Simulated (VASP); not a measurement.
# Ge3P4 (P4/mmm) in VASP: further runs

Ge3P4 is run at these levels: PBE; tasks: single point, relaxation of cell and atoms.

All numbers are computed with VASP 6.6.1; they aren't measurements. Logs are shortened: lines on timing, memory, paths and dates and some standing lists are left out, and cuts for length are marked.

### 1 The cell of the first run

It takes space group P4/mmm (No. 123, tetragonal). The conventional cell has a = 4.301 Å, b = 4.301 Å, c = 7.655 Å, α = 90.00°, β = 90.00°, γ = 90.00°. Ge (site symmetry mmm) has 2 P at 2.15 Å within 2.8 Å. Ge (site symmetry 4/mmm) has 4 P at 2.15 Å within 2.8 Å. P (site symmetry mmm) has 2 Ge at 2.15 Å and 2 P at 2.15 Å within 2.8 Å. Within 2.8 Å of P (site symmetry 4/mmm) lie 4 Ge at 2.15 Å. Within 2.8 Å of P (site symmetry 4/mmm) lie 4 P at 2.15 Å.

The cell was generated, and may not be a known phase.

### 2 Single point, PBE

INCAR

```
PREC     = Accurate       # precision mode
ENCUT    = 520            # plane-wave cutoff, eV
EDIFF    = 1E-6           # SCF threshold, eV
ISMEAR   = 0              # smearing method
SIGMA    = 0.1            # smearing width, eV
LREAL    = F              # projectors in reciprocal space
LASPH    = T              # aspherical terms in the spheres
NELM     = 100            # most SCF steps
ALGO     = Normal         # electronic algorithm
ISIF     = 2              # what is computed and relaxed
LWAVE    = F              # write WAVECAR
LCHARG   = F              # write CHGCAR
GGA      = PE             # functional
NBANDS   = 40             # bands
```

KPOINTS

```
Automatic mesh
0
Gamma
  4 4 2
```

POSCAR

```
Ge3P4
1.0
    4.3013015500      0.0000000000      0.0000000000
    0.0000000000      4.3013015500      0.0000000000
    0.0000000000      0.0000000000      7.6550020700
Ge P
3 4
Direct
    0.0000000000      0.5000000000      0.0000000000
    0.5000000000      0.0000000000      0.0000000000
    0.0000000000      0.0000000000      0.5000000000
    0.0000000000      0.5000000000      0.5000000000
    0.5000000000      0.0000000000      0.5000000000
    0.5000000000      0.5000000000      0.0000000000
    0.5000000000      0.5000000000      0.5000000000
```

Potentials or basis: VASP PAW PBE potentials, release 64 (Ge_d, P).

The run is started by

```
$ cat potpaw_PBE.64/Ge_d/POTCAR potpaw_PBE.64/P/POTCAR > POTCAR
$ mpirun -np 1 vasp_std > vasp.out
```

OUTCAR:

```text
PREC = Accurate
   ENCUT = 520
   EDIFF = 1E-6
   ISMEAR = 0
   LREAL = F
   LASPH = T
   NELM = 100
   ISIF = 2
   GGA = PE

 ion  position               nearest neighbor table
   1  0.000  0.500  0.000-   6 2.15   6 2.15
   2  0.500  0.000  0.000-   6 2.15   6 2.15
   3  0.000  0.000  0.500-   4 2.15   5 2.15   4 2.15   5 2.15
   4  0.000  0.500  0.500-   3 2.15   7 2.15   3 2.15   7 2.15
   5  0.500  0.000  0.500-   3 2.15   7 2.15   7 2.15   3 2.15
   6  0.500  0.500  0.000-   1 2.15   2 2.15   2 2.15   1 2.15
   7  0.500  0.500  0.500-   4 2.15   5 2.15   5 2.15   4 2.15

  LATTYP: Found a simple tetragonal cell.
 ALAT       =     4.3013015500
 C/A-ratio  =     1.7796943509

  Lattice vectors:

 A1 = (   4.3013015500,   0.0000000000,   0.0000000000)
 A2 = (   0.0000000000,   4.3013015500,   0.0000000000)
 A3 = (   0.0000000000,   0.0000000000,   7.6550020700)

Analysis of symmetry for initial positions (statically):
=====================================================================
 Subroutine PRICEL returns:
 Original cell was already a primitive cell.

 Routine SETGRP: Setting up the symmetry group for a
 simple tetragonal supercell.

 Subroutine GETGRP returns: Found 16 space group operations
 (whereof 16 operations were pure point group operations)
 out of a pool of 16 trial point group operations.

The static configuration has the point symmetry D_4h.

Analysis of symmetry for dynamics (positions and initial velocities):
=====================================================================
 Subroutine PRICEL returns:
 Original cell was already a primitive cell.

 Routine SETGRP: Setting up the symmetry group for a
 simple tetragonal supercell.

 Subroutine GETGRP returns: Found 16 space group operations
 (whereof 16 operations were pure point group operations)
 out of a pool of 16 trial point group operations.

The dynamic configuration has the point symmetry D_4h.

 Subroutine INISYM returns: Found 16 space group operations
 (whereof 16 operations are pure point group operations),
 and found     1 'primitive' translations

----------------------------------------------------------------------------------------

                                     Primitive cell

  volume of cell :     141.6267

  direct lattice vectors                    reciprocal lattice vectors
     4.301301550  0.000000000  0.000000000     0.232487769  0.000000000  0.000000000
     0.000000000  4.301301550  0.000000000     0.000000000  0.232487769  0.000000000
     0.000000000  0.000000000  7.655002070     0.000000000  0.000000000  0.130633538

  length of vectors
     4.301301550  4.301301550  7.655002070     0.232487769  0.232487769  0.130633538

  position of ions in fractional coordinates (direct lattice)
     0.000000000  0.500000000  0.000000000
     0.500000000  0.000000000  0.000000000
     0.000000000  0.000000000  0.500000000
     0.000000000  0.500000000  0.500000000
     0.500000000  0.000000000  0.500000000
     0.500000000  0.500000000  0.000000000
     0.500000000  0.500000000  0.500000000

  ion indices of the primitive-cell ions
   primitive index   ion index
                 1           1
                 2           2
                 3           3
                 4           4
                 5           5
                 6           6
                 7           7

----------------------------------------------------------------------------------------

 KPOINTS: Automatic mesh

Automatic generation of k-mesh.
 Grid dimensions read from file:
 generate k-points for:    4    4    2

 Generating k-lattice:

  Cartesian coordinates                     Fractional coordinates (reciprocal lattice)
     0.058121942  0.000000000  0.000000000     0.250000000  0.000000000  0.000000000
     0.000000000  0.058121942  0.000000000     0.000000000  0.250000000  0.000000000
     0.000000000  0.000000000  0.065316769     0.000000000  0.000000000  0.500000000

  Length of vectors
     0.058121942  0.058121942  0.065316769

  Shift w.r.t. Gamma in fractional coordinates (k-lattice)
     0.000000000  0.000000000  0.000000000

 Subroutine IBZKPT returns following result:
 ===========================================

 Found     12 irreducible k-points:

 Following reciprocal coordinates:
            Coordinates               Weight
  0.000000  0.000000  0.000000      1.000000
  0.250000  0.000000  0.000000      4.000000
  0.500000  0.000000  0.000000      2.000000
  0.250000  0.250000  0.000000      4.000000
  0.500000  0.250000  0.000000      4.000000
  0.500000  0.500000  0.000000      1.000000
  0.000000  0.000000  0.500000      1.000000
  0.250000  0.000000  0.500000      4.000000
  0.500000  0.000000  0.500000      2.000000
  0.250000  0.250000  0.500000      4.000000
  0.500000  0.250000  0.500000      4.000000
  0.500000  0.500000  0.500000      1.000000
   k-points           NKPTS =     12   k-points in BZ     NKDIM =     12   number of bands    NBANDS=     40
   number of dos      NEDOS =    301   number of ions     NIONS =      7
   total plane-waves  NPLWV =  61440
   dimension x,y,z NGX =    32 NGY =   32 NGZ =   60
   dimension x,y,z NGXF=    64 NGYF=   64 NGZF=  120
   ions per type =               3   4
   NGX,Y,Z   is equivalent  to a cutoff of  12.37, 12.37, 13.03 a.u.
   NGXF,Y,Z  is equivalent  to a cutoff of  24.74, 24.74, 26.06 a.u.
 SYSTEM =  unknown system
   PREC   = accura    normal or accurate (medium, high low for compatibility)
   ISTART =      0    job   : 0-new  1-cont  2-samecut
   ICHARG =      2    charge: 1-file 2-atom 10-const
   ISPIN  =      1    spin polarized calculation?
   LNONCOLLINEAR =      F non collinear calculations
   LSORBIT =      F    spin-orbit coupling
   LASPH  =      T    aspherical Exc in radial PAW
   ENCUT  =  520.0 eV  38.22 Ry    6.18 a.u.   8.00  8.00 14.23*2*pi/ulx,y,z
   NELM   =    100;   NELMIN=  2; NELMDL= -5     # of ELM steps
   EDIFF  = 0.1E-05   stopping-criterion for ELM
   LREAL  =      F    real-space projection
[... 7 lines left out ...]
   TEBEG  =    0.0;   TEEND  =   0.0 temperature during run
   PSTRESS=    0.0 pullay stress
   NELECT =      62.0000    total number of electrons
   NUPDOWN=      -1.0000    fix difference up-down
   EMIN   =  10.00;   EMAX   =-10.00  energy-range for DOS
   EFERMI =   0.00;   METHOD = LEGACY
   ISMEAR =     0;   SIGMA  =   0.10  broadening in eV -4-tet -1-fermi 0-gaus
   EFERMI_NEDOS =   21; number of points for ismear=-14 and -15
   IALGO  =     38    algorithm
   IMIX   =      4    mixing-type and parameters
     AMIX     =   0.40;   BMIX     =  1.00
     AMIX_MAG =   1.60;   BMIX_MAG =  1.00
  volume/ion in A,a.u.               =      20.23       136.53
  Fermi-wavevector in a.u.,A,eV,Ry     =   1.243055  2.349033 21.023530  1.545186
  Thomas-Fermi vector in A             =   2.377383
   LORBIT       =      0    0 simple, 1 ext, 2 COOP (PROOUT), +10 PAW based schemes
   GGA     = PE    functional components
   LHFCALC =     F    Hartree Fock is set to
   AEXX    =    0.0000 exact exchange contribution
   IVDW    =     0    specifies the selected vdW correction
   LEPSILON=     F    determine dielectric tensor
   LRPA    =     F    only Hartree local field effects (RPA)
 non-spin polarized calculation
 Gauss-broadening in eV      SIGMA  =   0.10
  energy-cutoff  :      520.00
  volume of cell :      141.63
 maximum number of plane-waves:      3832
 NGX is ok and might be reduce to    32
   NGX = 15   NGY = 15   NGZ = 29

 number of electron      61.9999938 magnetization

 Free energy of the ion-electron system (eV)
  ---------------------------------------------------
  ext. energy  EPLUGINS =         0.00000000
  ---------------------------------------------------
  free energy    TOTEN  =       -26.68659389 eV

  energy without entropy =      -26.64459468  energy(sigma->0) =      -26.66559429

 E-fermi :   5.7910     XC(G=0):  -9.7557

 val. band max:        5.7241217821   @ k =   0.2500   0.2500   0.0000
 cond. band min:       5.8017957730   @ k =   0.0000   0.0000   0.5000
 fundamental gap:      0.0776739910
 Fermi energy:         5.7910368354

 k-point     1 :       0.0000    0.0000    0.0000
  band No.  band energies     occupation
      1     -19.7926      2.00000
      2     -19.7105      2.00000
      3     -19.6331      2.00000
      4     -19.6275      2.00000
      5     -19.6275      2.00000
      6     -19.1152      2.00000
[... 32 lines left out ...]
     39       9.0650      0.00000
     40       9.6509      0.00000

 k-point     2 :       0.2500    0.0000    0.0000
  band No.  band energies     occupation
      1     -19.7867      2.00000
      2     -19.7062      2.00000
      3     -19.6343      2.00000
      4     -19.6282      2.00000
      5     -19.6274      2.00000
      6     -19.0899      2.00000
[... 32 lines left out ...]
     39       9.7443      0.00000
     40       9.9808      0.00000

 k-point     3 :       0.5000    0.0000    0.0000
  band No.  band energies     occupation
      1     -19.7813      2.00000
      2     -19.7014      2.00000
      3     -19.6356      2.00000
      4     -19.6288      2.00000
      5     -19.6274      2.00000
      6     -19.0456      2.00000
[... 32 lines left out ...]
     39      10.2674      0.00000
     40      10.4110      0.00000

 k-point     4 :       0.2500    0.2500    0.0000
  band No.  band energies     occupation
      1     -19.7801      2.00000
      2     -19.7028      2.00000
      3     -19.6359      2.00000
      4     -19.6281      2.00000
      5     -19.6281      2.00000
      6     -19.0735      2.00000
[... 32 lines left out ...]
     39      10.1537      0.00000
     40      12.2516      0.00000
[... 256 lines left out ...]
     39      11.1107      0.00000
     40      12.0662      0.00000

 k-point    11 :       0.5000    0.2500    0.5000
  band No.  band energies     occupation
      1     -19.7740      2.00000
      2     -19.6989      2.00000
      3     -19.6375      2.00000
      4     -19.6288      2.00000
      5     -19.6280      2.00000
      6     -19.0422      2.00000
[... 32 lines left out ...]
     39      10.3111      0.00000
     40      10.9534      0.00000

 k-point    12 :       0.5000    0.5000    0.5000
  band No.  band energies     occupation
      1     -19.7672      2.00000
      2     -19.6958      2.00000
      3     -19.6394      2.00000
      4     -19.6287      2.00000
      5     -19.6287      2.00000
      6     -19.0398      2.00000
[... 32 lines left out ...]
     39       9.8600      0.00000
     40       9.8884      0.00000

------------------------ aborting loop because EDIFF is reached ----------------------------------------

  FORCE on cell =-STRESS in cart. coord.  units (eV):
  Direction    XX          YY          ZZ          XY          YZ          ZX
  --------------------------------------------------------------------------------------
  -------------------------------------------------------------------------------------
  Total       34.4867040     34.4867040     -1.5171253      0.0000000      0.0000000      0.0000000
  in kB      390.1370341    390.1370341    -17.1627530      0.0000000      0.0000000      0.0000000
  external PRESSURE =     254.3704384 kB  Pullay stress =       0.0000000 kB

 VOLUME and BASIS-vectors are now :
 -----------------------------------------------------------------------------
  energy-cutoff  :      520.00
  volume of cell :      141.63
      direct lattice vectors                 reciprocal lattice vectors
     4.301301550  0.000000000  0.000000000     0.232487769  0.000000000  0.000000000
     0.000000000  4.301301550  0.000000000     0.000000000  0.232487769  0.000000000
     0.000000000  0.000000000  7.655002070     0.000000000  0.000000000  0.130633538

 POSITION                                       TOTAL-FORCE (eV/Angst)
 -----------------------------------------------------------------------------------
      0.00000      2.15065      0.00000         0.000000      0.000000      0.000000
      2.15065      0.00000      0.00000         0.000000      0.000000      0.000000
      0.00000      0.00000      3.82750         0.000000      0.000000      0.000000
      0.00000      2.15065      3.82750         0.000000      0.000000      0.000000
      2.15065      0.00000      3.82750         0.000000      0.000000      0.000000
      2.15065      2.15065      0.00000         0.000000      0.000000      0.000000
      2.15065      2.15065      3.82750         0.000000      0.000000      0.000000
 -----------------------------------------------------------------------------------
    total drift:                                0.000000      0.000000     -0.000000

  FREE ENERGIE OF THE ION-ELECTRON SYSTEM (eV)
  ---------------------------------------------------
  free  energy   TOTEN  =       -26.6865938898 eV

  energy  without entropy=      -26.6445946835  energy(sigma->0) =      -26.66559429
```

Wall time 46 s (1 thread of Intel Xeon 6975P-C (Granite Rapids), shared host); peak memory 0.25 GiB.

Results:

- Free energy: -26.6866 eV
- Pressure: 25.4 GPa
- Band gap on the k mesh: zero (bands 31 and 32 overlap by 0.49 eV)

Stress tensor (GPa, compression positive):
```
39.01  0.00  0.00
 0.00 39.01  0.00
 0.00  0.00 -1.72
```

Caveat: the k points lie up to 0.41 Å⁻¹ apart; semilocal functionals underestimate gaps, and a narrow one can read as zero.

### 3 Relaxation of cell and atoms, PBE

INCAR

```
  ALGO = Normal
  EDIFF = 1E-6
  EDIFFG = -0.04
  ENCUT = 600
  GGA = PE
  IBRION = 2
  ISIF = 3
  ISMEAR = 0
  LASPH = T
  LCHARG = F
  LREAL = F
  LWAVE = F
  NELM = 100
  NSW = 90
  PREC = Accurate
  SIGMA = 0.1
```

KPOINTS

```
k-points
0
Gamma
  4 4 2
```

POSCAR is that of step 2.

Potentials or basis: VASP PAW PBE potentials, release 64 (Ge_d, P).

The run is started by

```
$ cat potpaw_PBE.64/Ge_d/POTCAR potpaw_PBE.64/P/POTCAR > POTCAR
$ mpirun -np 1 vasp_std > vasp.out
```

It took 18 min on 1 thread of Intel Xeon 6975P-C (Granite Rapids), shared host; peak memory 0.31 GiB.

The run converged. Its results:

| Quantity | Value |
| --- | --- |
| Free energy | -32.7718 eV |
| Relaxed volume | 18.25 Å³/atom |
| Relaxed cell | a = 4.997 Å, b = 4.997 Å, c = 5.115 Å, α = 90.00°, β = 90.00°, γ = 90.00° |
| Space group after relaxing (to 0.1 Å) | P4/mmm (No. 123) |
| Pressure after relaxing | 0.2 GPa |
| Band gap on the k mesh | zero (bands 31 and 32 overlap by 0.93 eV) |

Stress tensor (GPa, compression positive):
```
0.13 0.00 0.00
0.00 0.13 0.00
0.00 0.00 0.34
```

Final structure:
```cif
data_structure
_symmetry_space_group_name_H-M 'P 1'
_symmetry_Int_Tables_number 1
_cell_length_a 4.9974
_cell_length_b 4.9974
_cell_length_c 5.1145
_cell_angle_alpha 90.000
_cell_angle_beta 90.000
_cell_angle_gamma 90.000
_cell_volume 127.73
loop_
_atom_site_label
_atom_site_type_symbol
_atom_site_fract_x
_atom_site_fract_y
_atom_site_fract_z
_atom_site_occupancy
Ge1 Ge 0.00000 0.50000 0.00000 1
Ge2 Ge 0.50000 0.00000 0.00000 1
Ge3 Ge 0.00000 0.00000 0.50000 1
P1 P 0.00000 0.50000 0.50000 1
P2 P 0.50000 0.00000 0.50000 1
P3 P 0.50000 0.50000 0.00000 1
P4 P 0.50000 0.50000 0.50000 1
```

Levels at points of the mesh, in eV from the Fermi level:
```
           k point  band 28  band 29  band 30  band 31  band 32  band 33  band 34  band 35
(0.00, 0.00, 0.00)    -2.91    -2.89    -2.89    -2.61     2.12     2.12     2.30     2.68
(0.50, 0.00, 0.00)    -2.80    -1.40    -1.07     0.66     0.82     0.91     1.76     2.93
(0.50, 0.50, 0.00)    -0.80    -0.74    -0.74    -0.71     0.23     1.61     1.61     2.26
(0.00, 0.00, 0.50)    -2.97    -1.80    -1.38     0.85     0.85     1.13     1.31     2.60
(0.50, 0.00, 0.50)    -1.12    -0.93    -0.86    -0.67    -0.08     1.28     1.54     2.03
(0.50, 0.50, 0.50)    -0.52    -0.34    -0.18    -0.18     1.03     1.03     1.18     1.73
```

Caveat: the k points lie up to 0.61 Å⁻¹ apart in the final cell, too coarse for converged energies and pressures of a metal; a cell axis changed by over 15 % at a fixed basis, so the end point is rough.

The gap in the log of VASP goes by the Fermi energy; the results here count the filled bands.